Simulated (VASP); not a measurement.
# CdS (R-3m) in VASP: single point with r2SCAN

Aim: the single point of CdS with r2SCAN.

Everything below comes from runs of VASP 6.6.1. Logs are shortened: lines on timing, memory, paths and dates and some standing lists are left out, and cuts for length are marked.

## (1) The cell of the first run

It takes space group R-3m (No. 166, trigonal). The conventional cell has a = 4.080 Å, b = 4.080 Å, c = 8.978 Å, α = 90.00°, β = 90.00°, γ = 120.00°. Cd (site symmetry -3m) has 6 S at 2.79 Å and 6 Cd at 3.81 Å within 3.9 Å. Within 3.9 Å of S (site symmetry -3m) lie 6 Cd at 2.79 Å and 6 S at 3.81 Å.

## (2) Single point, r2SCAN (epitaxial 111 strain +5.8%)

POSCAR reads:

```
CdS
1.0
   -0.1956642113      2.6895380501      2.6895380501
    2.6895380501     -0.1956642113      2.6895380501
    2.6895380501      2.6895380501     -0.1956642113
Cd S
1 1
Direct
    0.0000000000      0.0000000000      0.0000000000
    0.5000000000      0.5000000000      0.5000000000
```

INCAR.step1 reads:

```
SYSTEM = CdS
ALGO     = Normal         ! electronic algorithm
EDIFF    = 1E-5           ! SCF threshold, eV
ENCUT    = 700            ! plane-wave cutoff, eV
GGA      = PE             ! functional
GGA_COMPAT= .FALSE.      
ISMEAR   = -1             ! smearing method
LASPH    = .TRUE.         ! aspherical terms in the spheres
LCHARG   = .FALSE.        ! write CHGCAR
LREAL    = .FALSE.        ! projectors in reciprocal space
LWAVE    = .TRUE.         ! write WAVECAR
NBANDS   = 20             ! bands
NELM     = 120            ! most SCF steps
PREC     = Accurate       ! precision mode
SIGMA    = 0.02           ! smearing width, eV
```

INCAR.step2 reads:

```
SYSTEM = CdS
ALGO     = Normal         ! electronic algorithm
EDIFF    = 1E-6           ! SCF threshold, eV
ENCUT    = 700            ! plane-wave cutoff, eV
GGA_COMPAT= .FALSE.      
ISIF     = 2              ! what is computed and relaxed
ISMEAR   = -1             ! smearing method
ISTART   = 1            
LASPH    = .TRUE.         ! aspherical terms in the spheres
LCHARG   = .TRUE.         ! write CHGCAR
LELF     = .TRUE.         ! ELF
LMIXTAU  = .TRUE.       
LREAL    = .FALSE.        ! projectors in reciprocal space
LVHAR    = .TRUE.       
LWAVE    = .FALSE.        ! write WAVECAR
METAGGA  = R2SCAN         ! meta-GGA
NBANDS   = 20             ! bands
NELM     = 120            ! most SCF steps
PREC     = Accurate       ! precision mode
SIGMA    = 0.02           ! smearing width, eV
```

KPOINTS reads:

```
k-points
0
G
  8 8 8
  0 0 0
```

Potentials or basis: VASP PAW PBE potentials, release 64 (Cd_sv_GW, S).

The run is started by

```
cat potpaw_PBE.64/Cd_sv_GW/POTCAR potpaw_PBE.64/S/POTCAR > POTCAR
cp INCAR.step1 INCAR
mpirun -np 1 vasp_std > vasp.out
cp INCAR.step2 INCAR
mpirun -np 1 vasp_std > vasp.out
```

OUTCAR:

```text
SYSTEM = CdS
   EDIFF = 1E-6
   ENCUT = 700
   ISIF = 2
   ISMEAR = -1
   ISTART = 1
   LASPH = .TRUE.
   LREAL = .FALSE.
   METAGGA = R2SCAN
   NELM = 120
   PREC = Accurate

 ion  position               nearest neighbor table
   1  0.000  0.000  0.000-
   2  0.500  0.500  0.500-

  LATTYP: Found a trigonal (rhomboedric) cell.
 ALAT       =     3.8086105510
 COS(alpha) =     0.4261222387

  Lattice vectors:

 A1 = (  -0.1956642113,   2.6895380501,   2.6895380501)
 A2 = (   2.6895380501,  -0.1956642113,   2.6895380501)
 A3 = (   2.6895380501,   2.6895380501,  -0.1956642113)

Analysis of symmetry for initial positions (statically):
=====================================================================
 Subroutine PRICEL returns:
 Original cell was already a primitive cell.

 Routine SETGRP: Setting up the symmetry group for a
 trigonal (rhombohedral) supercell.

 Subroutine GETGRP returns: Found 12 space group operations
 (whereof 12 operations were pure point group operations)
 out of a pool of 12 trial point group operations.

The static configuration has the point symmetry D_3d.

Analysis of symmetry for dynamics (positions and initial velocities):
=====================================================================
 Subroutine PRICEL returns:
 Original cell was already a primitive cell.

 Routine SETGRP: Setting up the symmetry group for a
 trigonal (rhombohedral) supercell.

 Subroutine GETGRP returns: Found 12 space group operations
 (whereof 12 operations were pure point group operations)
 out of a pool of 12 trial point group operations.

The dynamic configuration has the point symmetry D_3d.

 Subroutine INISYM returns: Found 12 space group operations
 (whereof 12 operations are pure point group operations),
 and found     1 'primitive' translations

----------------------------------------------------------------------------------------

                                     Primitive cell

  volume of cell :      43.1488

  direct lattice vectors                    reciprocal lattice vectors
    -0.195664211  2.689538050  2.689538050    -0.166756394  0.179839758  0.179839758
     2.689538050 -0.195664211  2.689538050     0.179839758 -0.166756394  0.179839758
     2.689538050  2.689538050 -0.195664211     0.179839758  0.179839758 -0.166756394

  length of vectors
     3.808610551  3.808610551  3.808610551     0.304125585  0.304125585  0.304125585

  position of ions in fractional coordinates (direct lattice)
     0.000000000  0.000000000  0.000000000
     0.500000000  0.500000000  0.500000000

  ion indices of the primitive-cell ions
   primitive index   ion index
                 1           1
                 2           2

----------------------------------------------------------------------------------------

 KPOINTS: k-points

Automatic generation of k-mesh.
 Grid dimensions read from file:
 generate k-points for:    8    8    8

 Generating k-lattice:

  Cartesian coordinates                     Fractional coordinates (reciprocal lattice)
    -0.020844549  0.022479970  0.022479970     0.125000000  0.000000000 -0.000000000
     0.022479970 -0.020844549  0.022479970     0.000000000  0.125000000 -0.000000000
     0.022479970  0.022479970 -0.020844549     0.000000000  0.000000000  0.125000000

  Length of vectors
     0.038015698  0.038015698  0.038015698

  Shift w.r.t. Gamma in fractional coordinates (k-lattice)
     0.000000000  0.000000000  0.000000000

 Subroutine IBZKPT returns following result:
 ===========================================

 Found     65 irreducible k-points:

 Following reciprocal coordinates:
            Coordinates               Weight
  0.000000  0.000000  0.000000      1.000000
  0.125000  0.000000  0.000000      6.000000
  0.250000  0.000000  0.000000      6.000000
  0.375000 -0.000000 -0.000000      6.000000
  0.500000  0.000000  0.000000      3.000000
  0.125000  0.125000  0.000000      6.000000
[... 16 lines left out ...]
  0.250000  0.125000  0.125000      6.000000
  0.375000  0.125000  0.125000      6.000000
 [... further k-points ...]
   k-points           NKPTS =     65   k-points in BZ     NKDIM =     65   number of bands    NBANDS=     20
   number of dos      NEDOS =    301   number of ions     NIONS =      2
   total plane-waves  NPLWV =  46656
   dimension x,y,z NGX =    36 NGY =   36 NGZ =   36
   dimension x,y,z NGXF=    72 NGYF=   72 NGZF=   72
   ions per type =               1   1
   NGX,Y,Z   is equivalent  to a cutoff of  15.71, 15.71, 15.71 a.u.
   NGXF,Y,Z  is equivalent  to a cutoff of  31.43, 31.43, 31.43 a.u.
 SYSTEM =  CdS
   PREC   = accura    normal or accurate (medium, high low for compatibility)
   ISTART =      1    job   : 0-new  1-cont  2-samecut
   ICHARG =      0    charge: 1-file 2-atom 10-const
   ISPIN  =      1    spin polarized calculation?
   LNONCOLLINEAR =      F non collinear calculations
   LSORBIT =      F    spin-orbit coupling
   LASPH  =      T    aspherical Exc in radial PAW
   ENCUT  =  700.0 eV  51.45 Ry    7.17 a.u.   8.22  8.22  8.22*2*pi/ulx,y,z
   NELM   =    120;   NELMIN=  2; NELMDL=  0     # of ELM steps
   EDIFF  = 0.1E-05   stopping-criterion for ELM
   LREAL  =      F    real-space projection
   EDIFFG = 0.1E-04   stopping-criterion for IOM
   NSW    =      0    number of steps for IOM
   IBRION =     -1    ionic relax: 0-MD 1-quasi-New 2-CG
   NFREE  =      0    steps in history (QN), initial steepest desc. (CG)
   ISIF   =      2    stress and relaxation
   ISYM   =      2    0-nonsym 1-usesym 2-fastsym
   POTIM  = 0.5000    time-step for ionic-motion
   TEBEG  =    0.0;   TEEND  =   0.0 temperature during run
   PSTRESS=    0.0 pullay stress
   NELECT =      26.0000    total number of electrons
   NUPDOWN=      -1.0000    fix difference up-down
   EMIN   =  10.00;   EMAX   =-10.00  energy-range for DOS
   EFERMI =   0.00;   METHOD = LEGACY
   ISMEAR =    -1;   SIGMA  =   0.02  broadening in eV -4-tet -1-fermi 0-gaus
   EFERMI_NEDOS =   21; number of points for ismear=-14 and -15
   IALGO  =     38    algorithm
   IMIX   =      4    mixing-type and parameters
     AMIX     =   0.40;   BMIX     =  1.00
     AMIX_MAG =   1.60;   BMIX_MAG =  1.00
  volume/ion in A,a.u.               =      21.57       145.59
  Fermi-wavevector in a.u.,A,eV,Ry     =   1.382749  2.613016 26.014250  1.911993
  Thomas-Fermi vector in A             =   2.507411
   LORBIT       =      0    0 simple, 1 ext, 2 COOP (PROOUT), +10 PAW based schemes
   METAGGA = R2SCAN    functional components
   LHFCALC =     F    Hartree Fock is set to
   AEXX    =    0.0000 exact exchange contribution
   IVDW    =     0    specifies the selected vdW correction
   LEPSILON=     F    determine dielectric tensor
   LRPA    =     F    only Hartree local field effects (RPA)
 non-spin polarized calculation
  energy-cutoff  :      700.00
  volume of cell :       43.15
 maximum number of plane-waves:      1837
 NGX is ok and might be reduce to    36
   NGX = 17   NGY = 17   NGZ = 17

 number of electron      25.9999998 magnetization

 Free energy of the ion-electron system (eV)
  ---------------------------------------------------
  ext. energy  EPLUGINS =         0.00000000
  ---------------------------------------------------
  free energy    TOTEN  =       -29.48306662 eV

  energy without entropy =      -29.48306660  energy(sigma->0) =      -29.48306661

 E-fermi :   4.3856     XC(G=0): -10.8238

 val. band max:        4.1202507749   @ k =   0.5000   0.0000   0.0000
 cond. band min:       4.6426022317   @ k =   0.5000   0.5000   0.0000
 fundamental gap:      0.5223514567
 Fermi energy:         4.3855851360

 k-point     1 :       0.0000    0.0000    0.0000
  band No.  band energies     occupation
      1    -100.4593      2.00000
      2     -60.6418      2.00000
      3     -60.6123      2.00000
      4     -60.6123      2.00000
      5      -8.9515      2.00000
      6      -3.9466      2.00000
[... 12 lines left out ...]
     19      15.8306      0.00000
     20      15.8306      0.00000

 k-point     2 :       0.1250    0.0000    0.0000
  band No.  band energies     occupation
      1    -100.4594      2.00000
      2     -60.6419      2.00000
      3     -60.6124      2.00000
      4     -60.6123      2.00000
      5      -8.8349      2.00000
      6      -3.9743      2.00000
[... 12 lines left out ...]
     19      15.1473      0.00000
     20      15.8686      0.00000

 k-point     3 :       0.2500    0.0000    0.0000
  band No.  band energies     occupation
      1    -100.4593      2.00000
      2     -60.6421      2.00000
      3     -60.6127      2.00000
      4     -60.6123      2.00000
      5      -8.5259      2.00000
      6      -4.0656      2.00000
[... 12 lines left out ...]
     19      15.5772      0.00000
     20      16.0746      0.00000

 k-point     4 :       0.3750   -0.0000   -0.0000
  band No.  band energies     occupation
      1    -100.4593      2.00000
      2     -60.6423      2.00000
      3     -60.6130      2.00000
      4     -60.6124      2.00000
      5      -8.1645      2.00000
      6      -4.1606      2.00000
[... 12 lines left out ...]
     19      15.9211      0.00000
     20      17.2616      0.00000

 k-point     5 :       0.5000    0.0000    0.0000
  band No.  band energies     occupation
      1    -100.4593      2.00000
      2     -60.6424      2.00000
      3     -60.6132      2.00000
      4     -60.6124      2.00000
      5      -7.9929      2.00000
      6      -4.1994      2.00000
[... 12 lines left out ...]
     19      16.8547      0.00000
     20      17.0973      0.00000
[... 353 lines left out ...]
      6      -4.0260      2.00000
[... 12 lines left out ...]
     19      18.3145      0.00000
     20      18.8745      0.00000

 k-point    22 :       0.1250    0.1250    0.1250
  band No.  band energies     occupation
      1    -100.4594      2.00000
      2     -60.6421      2.00000
      3     -60.6124      2.00000
      4     -60.6124      2.00000
      5      -8.8067      2.00000
      6      -3.9267      2.00000
[... 12 lines left out ...]
     19      14.3679      0.00000
     20      14.8750      0.00000

 k-point    23 :       0.2500    0.1250    0.1250
  band No.  band energies     occupation
      1    -100.4593      2.00000
      2     -60.6423      2.00000
      3     -60.6126      2.00000
      4     -60.6124      2.00000
      5      -8.6163      2.00000
      6      -4.0268      2.00000
[... 12 lines left out ...]
     19      15.8086      0.00000
     20      16.2842      0.00000

 k-point    24 :       0.3750    0.1250    0.1250
  band No.  band energies     occupation
      1    -100.4593      2.00000
      2     -60.6425      2.00000
      3     -60.6129      2.00000
      4     -60.6124      2.00000
      5      -8.3006      2.00000
      6      -4.1264      2.00000
[... 12 lines left out ...]
     19      16.8413      0.00000
     20      17.9164      0.00000

 [... further k-points ...]

------------------------ aborting loop because EDIFF is reached ----------------------------------------

  FORCE on cell =-STRESS in cart. coord.  units (eV):
  Direction    XX          YY          ZZ          XY          YZ          ZX
  --------------------------------------------------------------------------------------
  -------------------------------------------------------------------------------------
  Total       -1.2403926     -1.2403926     -1.2403926      0.6158638      0.6158638      0.6158638
  in kB      -46.0576225    -46.0576225    -46.0576225     22.8679366     22.8679366     22.8679366
  external PRESSURE =     -46.0576225 kB  Pullay stress =       0.0000000 kB

 VOLUME and BASIS-vectors are now :
 -----------------------------------------------------------------------------
  energy-cutoff  :      700.00
  volume of cell :       43.15
      direct lattice vectors                 reciprocal lattice vectors
    -0.195664211  2.689538050  2.689538050    -0.166756394  0.179839758  0.179839758
     2.689538050 -0.195664211  2.689538050     0.179839758 -0.166756394  0.179839758
     2.689538050  2.689538050 -0.195664211     0.179839758  0.179839758 -0.166756394

 POSITION                                       TOTAL-FORCE (eV/Angst)
 -----------------------------------------------------------------------------------
      0.00000      0.00000      0.00000        -0.000000     -0.000000     -0.000000
      2.59171      2.59171      2.59171         0.000000      0.000000      0.000000
 -----------------------------------------------------------------------------------
    total drift:                               -0.000000      0.000000      0.000000

  FREE ENERGIE OF THE ION-ELECTRON SYSTEM (eV)
  ---------------------------------------------------
  free  energy   TOTEN  =       -29.4830666168 eV

  energy  without entropy=      -29.4830665990  energy(sigma->0) =      -29.48306661
```

It took 2.3 min on 1 thread of Intel Xeon 6975P-C (Granite Rapids), shared host; peak memory 0.28 GiB.

Results:

```yaml
Free_energy: -29.4831 eV
Pressure: -4.6 GPa
Band_gap_on_the_k_mesh: 0.52 eV (least direct gap 1.33 eV)
```

Caveat: the cell differs from its parent crystal (epitaxial 111 strain +5.8%); the cell stands under tension; the structure was generated, so it needn't be the stable form of CdS; semilocal functionals underestimate gaps, and a narrow one can read as zero; the PAW data sets were made with another functional, which shifts forces and pressure a little.
